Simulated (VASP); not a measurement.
# BaTiO3 (R3m) in VASP: notebook

The runs below take BaTiO3 through relaxation of cell and atoms, with r2SCAN.

Everything below comes from runs of VASP 6.6.1. Logs are shortened: lines on timing, memory, paths and dates and some standing lists are left out, and cuts for length are marked.

## 1. The cell of the first run

The structure is trigonal, space group R3m (No. 160). Conventional cell: a = 5.627 Å, b = 5.627 Å, c = 6.929 Å, α = 90.00°, β = 90.00°, γ = 120.00°. Within 3.6 Å of Ba (site symmetry 3m) lie 12 O at 2.75 to 2.90 Å and 8 Ti at 3.37 to 3.56 Å. Ti (site symmetry 3m) has 6 O at 1.85 to 2.14 Å within 2.5 Å. Within 2.5 Å of O (site symmetry m) lie 2 Ti at 1.85 to 2.14 Å.

## 2. Relaxation of cell and atoms, r2SCAN, target pressure 3 GPa, at which the enthalpy is minimised

Input file POSCAR:

```
BaTiO3
1.0
    2.8132672699      1.6242406155      2.3098169335
   -2.8132672699      1.6242406155      2.3098169335
    0.0000000000     -3.2484812311      2.3098169335
Ba Ti O
1 1 3
Direct
    0.0012849266      0.0012849266      0.0012849266
    0.5147591811      0.5147591811      0.5147591811
    0.4882121036      0.9786326851      0.4882121036
    0.4882121036      0.4882121036      0.9786326851
    0.9786326851      0.4882121036      0.4882121036
```

Input file INCAR.step1:

```
PREC     = Accurate       # precision mode
ENCUT    = 600            # plane-wave cutoff, eV
ISMEAR   = 0              # smearing method
SIGMA    = 0.02           # smearing width, eV
LREAL    = F              # projectors in reciprocal space
LASPH    = T              # aspherical terms in the spheres
NELM     = 60             # most SCF steps
GGA      = PE             # functional
ALGO     = Normal         # electronic algorithm
EDIFF    = 1E-4           # SCF threshold, eV
LWAVE    = T              # write WAVECAR
LCHARG   = F              # write CHGCAR
```

Input file INCAR.step2:

```
PREC     = Accurate       # precision mode
ENCUT    = 600            # plane-wave cutoff, eV
EDIFF    = 1E-6           # SCF threshold, eV
ISMEAR   = 0              # smearing method
SIGMA    = 0.02           # smearing width, eV
LREAL    = F              # projectors in reciprocal space
LASPH    = T              # aspherical terms in the spheres
NELM     = 60             # most SCF steps
ALGO     = Normal         # electronic algorithm
ISIF     = 3              # what is computed and relaxed
LWAVE    = F              # write WAVECAR
LCHARG   = F              # write CHGCAR
METAGGA  = R2SCAN         # meta-GGA
LMIXTAU  = T            
IBRION   = 2              # ionic algorithm
NSW      = 70             # ionic steps
EDIFFG   = -0.008         # ionic threshold
PSTRESS  = 30.0         
ISTART   = 1
```

Input file KPOINTS:

```
regular mesh
0
Gamma
  6 6 6
```

Potentials or basis: VASP PAW PBE potentials, release 64 (Ba_sv, Ti_sv, O).

The run is started by

```sh
> cat potpaw_PBE.64/Ba_sv/POTCAR potpaw_PBE.64/Ti_sv/POTCAR potpaw_PBE.64/O/POTCAR > POTCAR
> cp INCAR.step1 INCAR
> mpirun -np 1 vasp_std > vasp.out
> cp INCAR.step2 INCAR
> mpirun -np 1 vasp_std > vasp.out
```

OUTCAR:

```text
PREC = Accurate
   ENCUT = 600
   EDIFF = 1E-6
   ISMEAR = 0
   LREAL = F
   LASPH = T
   NELM = 60
   ISIF = 3
   METAGGA = R2SCAN
   IBRION = 2
   NSW = 70
   EDIFFG = -0.008
   PSTRESS = 30.0
   ISTART = 1

 ion  position               nearest neighbor table
   1  0.001  0.001  0.001-   4 2.75   3 2.75   5 2.75   5 2.82   3 2.82   3 2.82   5 2.82   4 2.82
                             4 2.82   4 2.90   3 2.90   5 2.90   2 3.37   2 3.42   2 3.42   2 3.42
   2  0.515  0.515  0.515-   4 1.85   3 1.85   5 1.85   4 2.14   3 2.14   5 2.14   1 3.37   1 3.42
                             1 3.42   1 3.42   1 3.48   1 3.48   1 3.48   1 3.56
   3  0.488  0.979  0.488-   2 1.85   2 2.14   1 2.75   1 2.82   1 2.82   1 2.90
   4  0.488  0.488  0.979-   2 1.85   2 2.14   1 2.75   1 2.82   1 2.82   1 2.90
   5  0.979  0.488  0.488-   2 1.85   2 2.14   1 2.75   1 2.82   1 2.82   1 2.90

  LATTYP: Found a trigonal (rhomboedric) cell.
 ALAT       =     3.9859609350
 COS(alpha) =     0.0037096890

  Lattice vectors:

 A1 = (   2.8132672699,   1.6242406155,   2.3098169335)
 A2 = (  -2.8132672699,   1.6242406155,   2.3098169335)
 A3 = (   0.0000000000,  -3.2484812311,   2.3098169335)

Analysis of symmetry for initial positions (statically):
=====================================================================
 Subroutine PRICEL returns:
 Original cell was already a primitive cell.

 Routine SETGRP: Setting up the symmetry group for a
 trigonal (rhombohedral) supercell.

 Subroutine GETGRP returns: Found  6 space group operations
 (whereof  6 operations were pure point group operations)
 out of a pool of 12 trial point group operations.

The static configuration has the point symmetry C_3v.

Analysis of symmetry for dynamics (positions and initial velocities):
=====================================================================
 Subroutine PRICEL returns:
 Original cell was already a primitive cell.

 Routine SETGRP: Setting up the symmetry group for a
 trigonal (rhombohedral) supercell.

 Subroutine GETGRP returns: Found  6 space group operations
 (whereof  6 operations were pure point group operations)
 out of a pool of 12 trial point group operations.

The dynamic configuration has the point symmetry C_3v.

 Subroutine INISYM returns: Found  6 space group operations
 (whereof  6 operations are pure point group operations),
 and found     1 'primitive' translations

----------------------------------------------------------------------------------------

                                     Primitive cell

  volume of cell :      63.3272

  direct lattice vectors                    reciprocal lattice vectors
     2.813267270  1.624240615  2.309816934     0.177729292  0.102612055  0.144311581
    -2.813267270  1.624240615  2.309816934    -0.177729292  0.102612055  0.144311581
     0.000000000 -3.248481231  2.309816934     0.000000000 -0.205224109  0.144311581

  length of vectors
     3.985960935  3.985960935  3.985960935     0.250883972  0.250883972  0.250883972

  position of ions in fractional coordinates (direct lattice)
     0.001284927  0.001284927  0.001284927
     0.514759181  0.514759181  0.514759181
     0.488212104  0.978632685  0.488212104
     0.488212104  0.488212104  0.978632685
     0.978632685  0.488212104  0.488212104

  ion indices of the primitive-cell ions
   primitive index   ion index
                 1           1
                 2           2
                 3           3
                 4           4
                 5           5

----------------------------------------------------------------------------------------

 KPOINTS: regular mesh

Automatic generation of k-mesh.
 Grid dimensions read from file:
 generate k-points for:    6    6    6

 Generating k-lattice:

  Cartesian coordinates                     Fractional coordinates (reciprocal lattice)
     0.029621549  0.017102009  0.024051930     0.166666667 -0.000000000  0.000000000
    -0.029621549  0.017102009  0.024051930    -0.000000000  0.166666667  0.000000000
     0.000000000 -0.034204018  0.024051930    -0.000000000 -0.000000000  0.166666667

  Length of vectors
     0.041813995  0.041813995  0.041813995

  Shift w.r.t. Gamma in fractional coordinates (k-lattice)
     0.000000000  0.000000000  0.000000000

 Subroutine IBZKPT returns following result:
 ===========================================

 Found     32 irreducible k-points:

 Following reciprocal coordinates:
            Coordinates               Weight
  0.000000  0.000000  0.000000      1.000000
  0.166667 -0.000000  0.000000      6.000000
  0.333333  0.000000  0.000000      6.000000
  0.500000  0.000000  0.000000      3.000000
  0.166667  0.166667  0.000000      6.000000
  0.333333  0.166667  0.000000     12.000000
[... 16 lines left out ...]
  0.500000  0.500000  0.166667      6.000000
 -0.333333  0.500000  0.166667     12.000000
 [... further k-points ...]
   k-points           NKPTS =     32   k-points in BZ     NKDIM =     32   number of bands    NBANDS=     24
   number of dos      NEDOS =    301   number of ions     NIONS =      5
   total plane-waves  NPLWV =  32768
   dimension x,y,z NGX =    32 NGY =   32 NGZ =   32
   dimension x,y,z NGXF=    64 NGYF=   64 NGZF=   64
   ions per type =               1   1   3
   NGX,Y,Z   is equivalent  to a cutoff of  13.35, 13.35, 13.35 a.u.
   NGXF,Y,Z  is equivalent  to a cutoff of  26.69, 26.69, 26.69 a.u.
 SYSTEM =  unknown system
   PREC   = accura    normal or accurate (medium, high low for compatibility)
   ISTART =      1    job   : 0-new  1-cont  2-samecut
   ICHARG =      0    charge: 1-file 2-atom 10-const
   ISPIN  =      1    spin polarized calculation?
   LNONCOLLINEAR =      F non collinear calculations
   LSORBIT =      F    spin-orbit coupling
   LASPH  =      T    aspherical Exc in radial PAW
   ENCUT  =  600.0 eV  44.10 Ry    6.64 a.u.   7.96  7.96  7.96*2*pi/ulx,y,z
   NELM   =     60;   NELMIN=  2; NELMDL=  0     # of ELM steps
   EDIFF  = 0.1E-05   stopping-criterion for ELM
   LREAL  =      F    real-space projection
   EDIFFG = -.8E-02   stopping-criterion for IOM
   NSW    =     70    number of steps for IOM
   IBRION =      2    ionic relax: 0-MD 1-quasi-New 2-CG
   NFREE  =      1    steps in history (QN), initial steepest desc. (CG)
   ISIF   =      3    stress and relaxation
   ISYM   =      2    0-nonsym 1-usesym 2-fastsym
   POTIM  = 0.5000    time-step for ionic-motion
   TEBEG  =    0.0;   TEEND  =   0.0 temperature during run
   PSTRESS=   30.0 pullay stress
   NELECT =      40.0000    total number of electrons
   NUPDOWN=      -1.0000    fix difference up-down
   EMIN   =  10.00;   EMAX   =-10.00  energy-range for DOS
   EFERMI =   0.00;   METHOD = LEGACY
   ISMEAR =     0;   SIGMA  =   0.02  broadening in eV -4-tet -1-fermi 0-gaus
   EFERMI_NEDOS =   21; number of points for ismear=-14 and -15
   IALGO  =     38    algorithm
   IMIX   =      4    mixing-type and parameters
     AMIX     =   0.40;   BMIX     =  1.00
     AMIX_MAG =   1.60;   BMIX_MAG =  1.00
  volume/ion in A,a.u.               =      12.67        85.47
  Fermi-wavevector in a.u.,A,eV,Ry     =   1.404639  2.654383 26.844447  1.973011
  Thomas-Fermi vector in A             =   2.527181
   LORBIT       =      0    0 simple, 1 ext, 2 COOP (PROOUT), +10 PAW based schemes
   METAGGA = R2SCAN    functional components
   LHFCALC =     F    Hartree Fock is set to
   AEXX    =    0.0000 exact exchange contribution
   IVDW    =     0    specifies the selected vdW correction
   LEPSILON=     F    determine dielectric tensor
   LRPA    =     F    only Hartree local field effects (RPA)
 conjugate gradient relaxation of ions
 non-spin polarized calculation
 Gauss-broadening in eV      SIGMA  =   0.02
  energy-cutoff  :      600.00
  volume of cell :       63.33
 maximum number of plane-waves:      2176
   NGX = 15   NGY = 15   NGZ = 15

--------------------------------------- Ionic step        1  -------------------------------------------

 number of electron      39.9999995 magnetization

 Free energy of the ion-electron system (eV)
  ---------------------------------------------------
  ext. energy  EPLUGINS =         0.00000000
  ---------------------------------------------------
  free energy    TOTEN  =       -74.22329011 eV

  energy without entropy =      -74.22329011  energy(sigma->0) =      -74.22329011

------------------------ aborting loop because EDIFF is reached ----------------------------------------

  FORCE on cell =-STRESS in cart. coord.  units (eV):
  Direction    XX          YY          ZZ          XY          YZ          ZX
  --------------------------------------------------------------------------------------
  -------------------------------------------------------------------------------------
  Total        2.9306423      2.9306423      2.6962561      0.0000000     -0.0000000      0.0000000
  in kB       74.1452322     74.1452322     68.2152627      0.0000000     -0.0000000      0.0000000
  external PRESSURE =      42.1685757 kB  Pullay stress =      30.0000000 kB
[... 106 lines left out ...]
  energy  without entropy=      -74.2687878471  energy(sigma->0) =      -74.26878785

  enthalpy is  TOTEN    =       -73.0594753113 eV   P V=        1.2093125359

[... ionic steps 4 to 8 ...]

--------------------------------------- Ionic step        9  -------------------------------------------

 number of electron      40.0000003 magnetization

------------------------ aborting loop because EDIFF is reached ----------------------------------------
[... 77 lines left out ...]
--------------------------------------- Ionic step       11  -------------------------------------------

 number of electron      40.0000003 magnetization

 Free energy of the ion-electron system (eV)
  ---------------------------------------------------
  ext. energy  EPLUGINS =         0.00000000
  ---------------------------------------------------
  free energy    TOTEN  =       -74.26327234 eV

  energy without entropy =      -74.26327234  energy(sigma->0) =      -74.26327234

 E-fermi :   3.5681     XC(G=0): -11.9060

 val. band max:        3.4874200182   @ k =   0.5000   0.5000   0.5000
 cond. band min:       6.0924606287   @ k =   0.0000   0.0000   0.0000
 fundamental gap:      2.6050406104
 Fermi energy:         3.5680610342

 k-point     1 :       0.0000    0.0000    0.0000
  band No.  band energies     occupation
      1     -55.1231      2.00000
      2     -30.3131      2.00000
      3     -30.3131      2.00000
      4     -30.3130      2.00000
      5     -21.9723      2.00000
      6     -14.3287      2.00000
[... 637 lines left out ...]
     23       7.9064      0.00000
     24       9.5893      0.00000

 [... further k-points ...]

------------------------ aborting loop because EDIFF is reached ----------------------------------------

  FORCE on cell =-STRESS in cart. coord.  units (eV):
  Direction    XX          YY          ZZ          XY          YZ          ZX
  --------------------------------------------------------------------------------------
  -------------------------------------------------------------------------------------
  Total        1.1976910      1.1976910      1.2155649      0.0000000     -0.0000000      0.0000000
  in kB       29.9300821     29.9300821     30.3767474      0.0000000     -0.0000000      0.0000000
  external PRESSURE =       0.0789705 kB  Pullay stress =      30.0000000 kB
[... 24 lines left out ...]
  energy  without entropy=      -74.2632723406  energy(sigma->0) =      -74.26327234

  enthalpy is  TOTEN    =       -73.0627835210 eV   P V=        1.2004888196

 reached required accuracy - stopping structural energy minimisation
```

It took 7 min on 1 thread of Intel Xeon 6975P-C (Granite Rapids), shared host; peak memory 0.25 GiB.

What came out:

```
Free energy                                                : -74.2633 eV
Relaxed volume                                             : 12.82 Å³/atom
Relaxed cell                                               : a = 4.002 Å, b = 4.002 Å, c = 4.002 Å, α = 89.90°, β = 89.90°, γ = 89.90°
Space group after relaxing (to 0.1 Å)                      : R3m (No. 160)
Energy change on relaxing (the run minimises the enthalpy) : -8.0 meV/atom
Ionic steps                                                : 11
Pressure after relaxing                                    : 3.0 GPa
Largest force after relaxing                               : 0.004 eV/Å
Band gap on the k mesh                                     : 2.61 eV (least direct gap 2.95 eV)
```

Forces on the atoms (eV/Å):
```
Ba   0.000  0.000 -0.004
Ti   0.000  0.000  0.001
O   -0.001  0.000  0.001
O    0.000 -0.001  0.001
O    0.001  0.000  0.001
```

The path:
```tsv
step	energy change (eV)	largest force (eV/Å)	pressure (GPa)	volume (Å³)
1	0.0000	0.5076	7.22	63.33
2	-0.0376	0.2845	-3.02	66.43
3	-0.0455	0.1251	2.67	64.58
4	-0.0450	0.1314	2.72	64.56
5	-0.0437	0.0913	2.89	64.41
6	-0.0390	0.0468	3.26	64.08
7	-0.0381	0.0456	3.32	64.03
8	-0.0424	0.0440	2.47	64.26
9	-0.0403	0.0324	2.92	64.14
10	-0.0401	0.0095	2.98	64.12
11	-0.0400	0.0043	3.01	64.11
```

Final structure:
```xyz
5
Lattice="2.8276 1.6325 2.3148 -2.8276 1.6325 2.3148 0.0000 -3.2651 2.3148" Properties=species:S:1:pos:R:3 pbc="T T T"
Ba    0.0000    0.0000    6.9380
Ti    0.0000    0.0000    3.5425
O    -1.3941    0.8049    4.5413
O     0.0000   -1.6097    4.5413
O     1.3941    0.8049    4.5413
```

Caveat: the cell is relaxed towards a set pressure, so the run minimises the enthalpy, not the energy; the PAW data sets were made with another functional, which shifts forces and pressure a little; spin-orbit coupling is left out, which moves the levels of the heavy elements.

## 3. Relaxation of cell and atoms, r2SCAN, target pressure -3 GPa, at which the enthalpy is minimised

This run uses another cell than the first one, of 13.40 Å³/atom.

Edit POSCAR of step 2 so:

```diff
@@ -2,5 +2,5 @@
 1.0
-    2.8132672699      1.6242406155      2.3098169335
-   -2.8132672699      1.6242406155      2.3098169335
-    0.0000000000     -3.2484812311      2.3098169335
+    2.8668517064      1.6551776044      2.3538121273
+   -2.8668517064      1.6551776044      2.3538121273
+    0.0000000000     -3.3103552088      2.3538121273
 Ba Ti O
```

Input file INCAR.step1:

```
ALGO = Normal
EDIFF = 1E-4
ENCUT = 600
GGA = PE
ISMEAR = 0
LASPH = True
LCHARG = False
LREAL = False
LWAVE = True
NELM = 100
PREC = Accurate
SIGMA = 0.02
```

Input file INCAR.step2:

```
ALGO = Normal
EDIFF = 1E-6
EDIFFG = -0.008
ENCUT = 600
IBRION = 2
ISIF = 3
ISMEAR = 0
ISTART = 1
LASPH = True
LCHARG = False
LMIXTAU = True
LREAL = False
LWAVE = False
METAGGA = R2SCAN
NELM = 100
NSW = 70
PREC = Accurate
PSTRESS = -30.0
SIGMA = 0.02
```

Input file KPOINTS:

```
k-points
0
Gamma
  6 6 6
```

Potentials or basis: VASP PAW PBE potentials, release 64 (Ba_sv, Ti_sv, O).

The run is started by

```sh
> cat potpaw_PBE.64/Ba_sv/POTCAR potpaw_PBE.64/Ti_sv/POTCAR potpaw_PBE.64/O/POTCAR > POTCAR
> cp INCAR.step1 INCAR
> mpirun -np 1 vasp_std > vasp.out
> cp INCAR.step2 INCAR
> mpirun -np 1 vasp_std > vasp.out
```

Run time: 8.3 min. Hardware: 1 thread of Intel Xeon 6975P-C (Granite Rapids), shared host; peak memory 0.24 GiB.

The run converged. Its results:

```yaml
Free_energy: -74.2664 eV
Relaxed_volume: 13.52 Å³/atom
Relaxed_cell: a = 4.074 Å, b = 4.074 Å, c = 4.074 Å, α = 89.71°, β = 89.71°, γ = 89.71°
Space_group_after_relaxing_to_0.1_Å: R3m (No. 160)
Energy_change_on_relaxing_the_run_minimises_the_enthalpy: +1.4 meV/atom
Ionic_steps: 15
Pressure_after_relaxing: -3.0 GPa
Largest_force_after_relaxing: 0.004 eV/Å
Band_gap_on_the_k_mesh: 2.95 eV (least direct gap 3.50 eV)
```

Forces in eV/Å, atoms in the order of the input:
```
Ba   0.000  0.000 -0.002
Ti   0.000  0.000 -0.002
O    0.003 -0.002  0.001
O    0.000  0.004  0.001
O   -0.003 -0.002  0.001
```

Step by step:
| step | energy change (eV) | largest force (eV/Å) | pressure (GPa) | volume (Å³) |
| --- | --- | --- | --- | --- |
| 1 | 0.0000 | 0.1500 | -3.01 | 67.02 |
| 2 | -0.0025 | 0.0536 | -2.42 | 67.01 |
| 3 | -0.0027 | 0.0296 | -2.26 | 67.01 |
| 4 | 0.0047 | 0.0340 | -2.95 | 67.47 |
| 5 | 0.0061 | 0.0372 | -3.01 | 67.55 |
| 6 | 0.0092 | 0.0384 | -3.30 | 67.70 |
| 7 | 0.0067 | 0.0348 | -3.13 | 67.57 |
| 8 | 0.0064 | 0.0348 | -3.09 | 67.56 |
| 9 | 0.0066 | 0.0300 | -3.04 | 67.58 |
| 10 | 0.0069 | 0.0247 | -2.95 | 67.60 |
| 11 | 0.0078 | 0.0141 | -3.09 | 67.65 |
| 12 | 0.0078 | 0.0130 | -3.08 | 67.65 |
| 13 | 0.0069 | 0.0088 | -2.99 | 67.60 |
| 14 | 0.0069 | 0.0089 | -2.99 | 67.60 |
| 15 | 0.0069 | 0.0038 | -3.01 | 67.60 |

Final structure:
```
Ba Ti O
1.0
     2.87335    1.65893    2.36368
    -2.87335    1.65893    2.36368
     0.00000   -3.31786    2.36368
Ba Ti O
1 1 3
Direct
  0.00239 0.00239 0.00239
  0.51749 0.51749 0.51749
  0.48791 0.97540 0.48791
  0.48791 0.48791 0.97540
  0.97540 0.48791 0.48791
```

Levels at points of the mesh, in eV from the valence-band top:
| k point | band 17 | band 18 | band 19 | band 20 | band 21 | band 22 | band 23 | band 24 |
| --- | --- | --- | --- | --- | --- | --- | --- | --- |
| (0.00, 0.00, 0.00) | -1.00 | -0.68 | -0.56 | -0.56 | 2.95 | 2.95 | 3.10 | 4.75 |
| (0.50, 0.00, 0.00) | -1.59 | -1.50 | -1.06 | -0.92 | 3.09 | 4.07 | 4.21 | 4.71 |
| (0.50, 0.50, 0.00) | -1.65 | -0.93 | -0.86 | -0.09 | 4.15 | 4.17 | 4.49 | 5.19 |
| (0.50, 0.50, 0.50) | -2.36 | -0.03 | -0.03 | 0.00 | 4.51 | 4.73 | 4.73 | 6.97 |

Caveat: the cell is relaxed towards a set pressure, so the run minimises the enthalpy, not the energy; the PAW data sets were made with another functional, which shifts forces and pressure a little; spin-orbit coupling is left out, which moves the levels of the heavy elements. A k mesh can miss the band edges.
